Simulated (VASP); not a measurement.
# Hf (Fm-3m) in VASP: further runs

Hf is run at these levels: PBEsol; tasks: single point, relaxation of cell and atoms.

Program: VASP 6.6.1. These are calculated values, not measurements. Logs are shortened: lines on timing, memory, paths and dates and some standing lists are left out, and cuts for length are marked.

**1. The cell of the first run**

The structure is cubic, space group Fm-3m (No. 225). Conventional cell: a = 4.418 Å, b = 4.418 Å, c = 4.418 Å, α = 90.00°, β = 90.00°, γ = 90.00°. Hf (site symmetry m-3m) has 12 Hf at 3.12 Å within 4.1 Å.

**2. Single point, PBEsol**

Input file INCAR:

```
  PREC = Accurate
  ENCUT = 520
  EDIFF = 1E-6
  ISMEAR = 0
  SIGMA = 0.1
  LREAL = F
  LASPH = T
  NELM = 80
  ALGO = Normal
  ISIF = 2
  LWAVE = F
  LCHARG = F
  GGA = PS
  NBANDS = 11
```

Input file KPOINTS:

```
regular mesh
0
Gamma
  16 16 16
```

Input file POSCAR:

```
Hf
1.0
    0.0000000000      2.2091536487      2.2091536487
    2.2091536487      0.0000000000      2.2091536487
    2.2091536487      2.2091536487      0.0000000000
Hf
1
Direct
    0.0000000000      0.0000000000      0.0000000000
```

Potentials or basis: VASP PAW PBE potentials, release 64 (Hf_pv).

Launch:

```sh
cat potpaw_PBE.64/Hf_pv/POTCAR > POTCAR
mpirun -np 1 vasp_std > vasp.out
```

OUTCAR:

```text
PREC = Accurate
   ENCUT = 520
   EDIFF = 1E-6
   ISMEAR = 0
   LREAL = F
   LASPH = T
   NELM = 80
   ISIF = 2
   GGA = PS

 ion  position               nearest neighbor table
   1  0.000  0.000  0.000-

  LATTYP: Found a face centered cubic cell.
 ALAT       =     4.4183072974

  Lattice vectors:

 A1 = (   0.0000000000,   2.2091536487,   2.2091536487)
 A2 = (   2.2091536487,   0.0000000000,   2.2091536487)
 A3 = (   2.2091536487,   2.2091536487,   0.0000000000)

Analysis of symmetry for initial positions (statically):
=====================================================================
 Subroutine PRICEL returns:
 Original cell was already a primitive cell.

 Routine SETGRP: Setting up the symmetry group for a
 face centered cubic supercell.

 Subroutine GETGRP returns: Found 48 space group operations
 (whereof 48 operations were pure point group operations)
 out of a pool of 48 trial point group operations.

The static configuration has the point symmetry O_h .

Analysis of symmetry for dynamics (positions and initial velocities):
=====================================================================
 Subroutine PRICEL returns:
 Original cell was already a primitive cell.

 Routine SETGRP: Setting up the symmetry group for a
 face centered cubic supercell.

 Subroutine GETGRP returns: Found 48 space group operations
 (whereof 48 operations were pure point group operations)
 out of a pool of 48 trial point group operations.

The dynamic configuration has the point symmetry O_h .

 Subroutine INISYM returns: Found 48 space group operations
 (whereof 48 operations are pure point group operations),
 and found     1 'primitive' translations

----------------------------------------------------------------------------------------

                                     Primitive cell

  volume of cell :      21.5629

  direct lattice vectors                    reciprocal lattice vectors
     0.000000000  2.209153649  2.209153649    -0.226331021  0.226331021  0.226331021
     2.209153649  0.000000000  2.209153649     0.226331021 -0.226331021  0.226331021
     2.209153649  2.209153649  0.000000000     0.226331021  0.226331021 -0.226331021

  length of vectors
     3.124215051  3.124215051  3.124215051     0.392016827  0.392016827  0.392016827

  position of ions in fractional coordinates (direct lattice)
     0.000000000  0.000000000  0.000000000

  ion indices of the primitive-cell ions
   primitive index   ion index
                 1           1

----------------------------------------------------------------------------------------

 KPOINTS: regular mesh

Automatic generation of k-mesh.
 Grid dimensions read from file:
 generate k-points for:   16   16   16

 Generating k-lattice:

  Cartesian coordinates                     Fractional coordinates (reciprocal lattice)
    -0.014145689  0.014145689  0.014145689     0.062500000  0.000000000  0.000000000
     0.014145689 -0.014145689  0.014145689     0.000000000  0.062500000  0.000000000
     0.014145689  0.014145689 -0.014145689     0.000000000  0.000000000  0.062500000

  Length of vectors
     0.024501052  0.024501052  0.024501052

  Shift w.r.t. Gamma in fractional coordinates (k-lattice)
     0.000000000  0.000000000  0.000000000

 Subroutine IBZKPT returns following result:
 ===========================================

 Found    145 irreducible k-points:

 Following reciprocal coordinates:
            Coordinates               Weight
  0.000000  0.000000  0.000000      1.000000
  0.062500  0.000000  0.000000      8.000000
  0.125000  0.000000  0.000000      8.000000
  0.187500  0.000000  0.000000      8.000000
  0.250000  0.000000  0.000000      8.000000
  0.312500  0.000000  0.000000      8.000000
[... 16 lines left out ...]
 -0.125000  0.062500  0.000000     24.000000
 -0.062500  0.062500  0.000000     12.000000
 [... further k-points ...]
   k-points           NKPTS =    145   k-points in BZ     NKDIM =    145   number of bands    NBANDS=     11
   number of dos      NEDOS =    301   number of ions     NIONS =      1
   total plane-waves  NPLWV =  13824
   dimension x,y,z NGX =    24 NGY =   24 NGZ =   24
   dimension x,y,z NGXF=    48 NGYF=   48 NGZF=   48
   ions per type =               1
   NGX,Y,Z   is equivalent  to a cutoff of  12.77, 12.77, 12.77 a.u.
   NGXF,Y,Z  is equivalent  to a cutoff of  25.54, 25.54, 25.54 a.u.
 SYSTEM =  unknown system
   PREC   = accura    normal or accurate (medium, high low for compatibility)
   ISTART =      0    job   : 0-new  1-cont  2-samecut
   ICHARG =      2    charge: 1-file 2-atom 10-const
   ISPIN  =      1    spin polarized calculation?
   LNONCOLLINEAR =      F non collinear calculations
   LSORBIT =      F    spin-orbit coupling
   LASPH  =      T    aspherical Exc in radial PAW
   ENCUT  =  520.0 eV  38.22 Ry    6.18 a.u.   5.81  5.81  5.81*2*pi/ulx,y,z
   NELM   =     80;   NELMIN=  2; NELMDL= -5     # of ELM steps
   EDIFF  = 0.1E-05   stopping-criterion for ELM
   LREAL  =      F    real-space projection
   EDIFFG = 0.1E-04   stopping-criterion for IOM
   NSW    =      0    number of steps for IOM
   IBRION =     -1    ionic relax: 0-MD 1-quasi-New 2-CG
   NFREE  =      0    steps in history (QN), initial steepest desc. (CG)
   ISIF   =      2    stress and relaxation
   ISYM   =      2    0-nonsym 1-usesym 2-fastsym
   POTIM  = 0.5000    time-step for ionic-motion
   TEBEG  =    0.0;   TEEND  =   0.0 temperature during run
   PSTRESS=    0.0 pullay stress
   NELECT =      10.0000    total number of electrons
   NUPDOWN=      -1.0000    fix difference up-down
   EMIN   =  10.00;   EMAX   =-10.00  energy-range for DOS
   EFERMI =   0.00;   METHOD = LEGACY
   ISMEAR =     0;   SIGMA  =   0.10  broadening in eV -4-tet -1-fermi 0-gaus
   EFERMI_NEDOS =   21; number of points for ismear=-14 and -15
   IALGO  =     38    algorithm
   IMIX   =      4    mixing-type and parameters
     AMIX     =   0.40;   BMIX     =  1.00
     AMIX_MAG =   1.60;   BMIX_MAG =  1.00
  volume/ion in A,a.u.               =      21.56       145.51
  Fermi-wavevector in a.u.,A,eV,Ry     =   1.267182  2.394626 21.847550  1.605750
  Thomas-Fermi vector in A             =   2.400343
   LORBIT       =      0    0 simple, 1 ext, 2 COOP (PROOUT), +10 PAW based schemes
   GGA     = PS    functional components
   LHFCALC =     F    Hartree Fock is set to
   AEXX    =    0.0000 exact exchange contribution
   IVDW    =     0    specifies the selected vdW correction
   LEPSILON=     F    determine dielectric tensor
   LRPA    =     F    only Hartree local field effects (RPA)
 non-spin polarized calculation
 Gauss-broadening in eV      SIGMA  =   0.10
  energy-cutoff  :      520.00
  volume of cell :       21.56
 maximum number of plane-waves:       604
   NGX = 11   NGY = 11   NGZ = 11

 number of electron      10.0000001 magnetization

 Free energy of the ion-electron system (eV)
  ---------------------------------------------------
  ext. energy  EPLUGINS =         0.00000000
  ---------------------------------------------------
  free energy    TOTEN  =       -10.43609252 eV

  energy without entropy =      -10.42723890  energy(sigma->0) =      -10.43166571

 E-fermi :   4.8386     XC(G=0): -11.5623

 val. band max:        4.8284041180   @ k =   0.3125   0.0000   0.0000
 cond. band min:       4.8456904751   @ k =  -0.3125   0.3125   0.0625
 fundamental gap:      0.0172863571
 Fermi energy:         4.8386380378

 k-point     1 :       0.0000    0.0000    0.0000
  band No.  band energies     occupation
      1     -24.9890      2.00000
      2     -24.9890      2.00000
      3     -24.9890      2.00000
      4      -2.5041      2.00000
      5       6.2428      0.00000
      6       6.2428      0.00000
      7       6.2428      0.00000
      8       9.1614      0.00000
      9       9.1614      0.00000
     10      16.3301      0.00000
     11      18.0144      0.00000

 k-point     2 :       0.0625    0.0000    0.0000
  band No.  band energies     occupation
      1     -25.0269      2.00000
      2     -24.9938      2.00000
      3     -24.9938      2.00000
      4      -2.3607      2.00000
      5       6.0959      0.00000
      6       6.3121      0.00000
      7       6.3121      0.00000
      8       9.0830      0.00000
      9       9.0830      0.00000
     10      16.6517      0.00000
     11      18.0138      0.00000

 k-point     3 :       0.1250    0.0000    0.0000
  band No.  band energies     occupation
      1     -25.1335      2.00000
      2     -25.0072      2.00000
      3     -25.0072      2.00000
      4      -1.9467      2.00000
      5       5.7273      0.00000
      6       6.4844      0.00000
      7       6.4844      0.00000
      8       8.9193      0.00000
      9       8.9193      0.00000
     10      17.4415      0.00000
     11      18.0103      0.00000

 k-point     4 :       0.1875    0.0000    0.0000
  band No.  band energies     occupation
      1     -25.2896      2.00000
      2     -25.0273      2.00000
      3     -25.0273      2.00000
      4      -1.3132      2.00000
      5       5.2917      0.00000
      6       6.6359      0.00000
      7       6.6359      0.00000
      8       8.8693      0.00000
      9       8.8693      0.00000
     10      17.3110      0.00000
     11      18.0189      0.00000

 k-point     5 :       0.2500    0.0000    0.0000
  band No.  band energies     occupation
      1     -25.4688      2.00000
      2     -25.0507      2.00000
      3     -25.0507      2.00000
      4      -0.5541      2.00000
      5       4.9459      0.12920
      6       6.6095      0.00000
      7       6.6095      0.00000
      8       9.1510      0.00000
      9       9.1510      0.00000
     10      16.4048      0.00000
     11      18.0160      0.00000

 k-point     6 :       0.3125    0.0000    0.0000
  band No.  band energies     occupation
      1     -25.6430      2.00000
      2     -25.0741      2.00000
      3     -25.0741      2.00000
      4       0.1828      2.00000
      5       4.8284      1.11508
      6       6.4235      0.00000
      7       6.4235      0.00000
      8       9.7587      0.00000
      9       9.7587      0.00000
     10      15.6348      0.00000
     11      18.0087      0.00000

 k-point     7 :       0.3750    0.0000    0.0000
  band No.  band energies     occupation
      1     -25.7870      2.00000
      2     -25.0938      2.00000
      3     -25.0938      2.00000
      4       0.7269      2.00000
      5       5.0167      0.01178
      6       6.2104      0.00000
      7       6.2104      0.00000
      8      10.5024      0.00000
      9      10.5024      0.00000
     10      15.0805      0.00000
     11      17.7474      0.00000

 k-point     8 :       0.4375    0.0000    0.0000
  band No.  band energies     occupation
      1     -25.8815      2.00000
      2     -25.1069      2.00000
      3     -25.1069      2.00000
      4       1.0077      2.00000
      5       5.3809      0.00000
      6       6.0573      0.00000
      7       6.0573      0.00000
      8      11.1414      0.00000
      9      11.1414      0.00000
     10      14.7628      0.00000
     11      16.4669      0.00000
[... 141 lines left out ...]
 k-point    19 :      -0.3750    0.0625    0.0000
  band No.  band energies     occupation
      1     -25.8157      2.00000
      2     -25.1338      2.00000
      3     -25.0953      2.00000
      4       0.9792      2.00000
      5       5.0183      0.01108
      6       6.0134      0.00000
      7       6.2391      0.00000
      8      10.3484      0.00000
      9      11.2580      0.00000
     10      15.0730      0.00000
     11      17.3504      0.00000

 k-point    20 :      -0.3125    0.0625    0.0000
  band No.  band energies     occupation
      1     -25.6904      2.00000
      2     -25.1190      2.00000
      3     -25.0732      2.00000
      4       0.5162      2.00000
      5       4.7791      1.60049
      6       6.1991      0.00000
      7       6.4419      0.00000
      8       9.5202      0.00000
      9      10.6000      0.00000
     10      15.6699      0.00000
     11      18.0029      0.00000

 k-point    21 :      -0.2500    0.0625    0.0000
  band No.  band energies     occupation
      1     -25.5294      2.00000
      2     -25.0966      2.00000
      3     -25.0486      2.00000
      4      -0.1802      2.00000
      5       4.8032      1.38410
      6       6.4335      0.00000
      7       6.6744      0.00000
      8       8.8007      0.00000
      9       9.9080      0.00000
     10      16.4058      0.00000
     11      18.0159      0.00000

 k-point    22 :      -0.1875    0.0625    0.0000
  band No.  band energies     occupation
      1     -25.3557      2.00000
      2     -25.0698      2.00000
      3     -25.0250      2.00000
      4      -0.9520      2.00000
      5       5.0759      0.00079
      6       6.5914      0.00000
      7       6.7785      0.00000
      8       8.4149      0.00000
      9       9.4004      0.00000
     10      17.2803      0.00000
     11      18.0213      0.00000

 k-point    23 :      -0.1250    0.0625    0.0000
  band No.  band energies     occupation
      1     -25.1964      2.00000
      2     -25.0420      2.00000
      3     -25.0063      2.00000
      4      -1.6368      2.00000
      5       5.4759      0.00000
      6       6.5751      0.00000
      7       6.6295      0.00000
      8       8.4917      0.00000
      9       9.1823      0.00000
     10      17.9200      0.00000
     11      18.0211      0.00000

 k-point    24 :      -0.0625    0.0625    0.0000
  band No.  band energies     occupation
      1     -25.0799      2.00000
      2     -25.0152      2.00000
      3     -24.9953      2.00000
      4      -2.1267      2.00000
      5       5.8644      0.00000
      6       6.4172      0.00000
      7       6.4344      0.00000
      8       8.7972      0.00000
      9       9.1476      0.00000
     10      17.1531      0.00000
     11      18.0123      0.00000

 [... further k-points ...]
[... 5 lines left out ...]
  --------------------------------------------------------------------------------------
  -------------------------------------------------------------------------------------
  Total       -0.0613548     -0.0613548     -0.0613548      0.0000000     -0.0000000     -0.0000000
  in kB       -4.5588056     -4.5588056     -4.5588056      0.0000000     -0.0000000     -0.0000000
  external PRESSURE =      -4.5588056 kB  Pullay stress =       0.0000000 kB

 VOLUME and BASIS-vectors are now :
 -----------------------------------------------------------------------------
  energy-cutoff  :      520.00
  volume of cell :       21.56
      direct lattice vectors                 reciprocal lattice vectors
     0.000000000  2.209153649  2.209153649    -0.226331021  0.226331021  0.226331021
     2.209153649  0.000000000  2.209153649     0.226331021 -0.226331021  0.226331021
     2.209153649  2.209153649  0.000000000     0.226331021  0.226331021 -0.226331021

 POSITION                                       TOTAL-FORCE (eV/Angst)
 -----------------------------------------------------------------------------------
      0.00000      0.00000      0.00000         0.000000      0.000000      0.000000
 -----------------------------------------------------------------------------------
    total drift:                                0.000000      0.000000     -0.000000

  FREE ENERGIE OF THE ION-ELECTRON SYSTEM (eV)
  ---------------------------------------------------
  free  energy   TOTEN  =       -10.4360925248 eV

  energy  without entropy=      -10.4272388987  energy(sigma->0) =      -10.43166571
```

Run time: 27 s. Hardware: 1 thread of Intel Xeon 8259CL, shared host; peak memory 0.16 GiB.

What came out:

| Item | Value |
| --- | --- |
| Free energy | -10.4361 eV |
| Pressure | -0.5 GPa |
| Band gap on the k mesh | zero (band 5 reaches 6.24 eV, above the bottom of band 6 at 4.44 eV) |

Levels at points of the mesh, in eV from the Fermi level:
```csv
k point,band 3,band 4,band 5,band 6,band 7,band 8
"(0.00, 0.00, 0.00)",-29.83,-7.34,1.40,1.40,1.40,4.32
"(0.50, 0.00, 0.00)",-29.95,-3.75,0.73,1.16,1.16,6.56
"(0.50, 0.50, 0.00)",-30.16,-3.42,-2.27,2.74,6.57,7.23
```

Caveat: the PAW data sets were made with another functional, which shifts forces and pressure a little; spin-orbit coupling is left out, which moves the levels of the heavy elements.

[end of part 1 of 2]
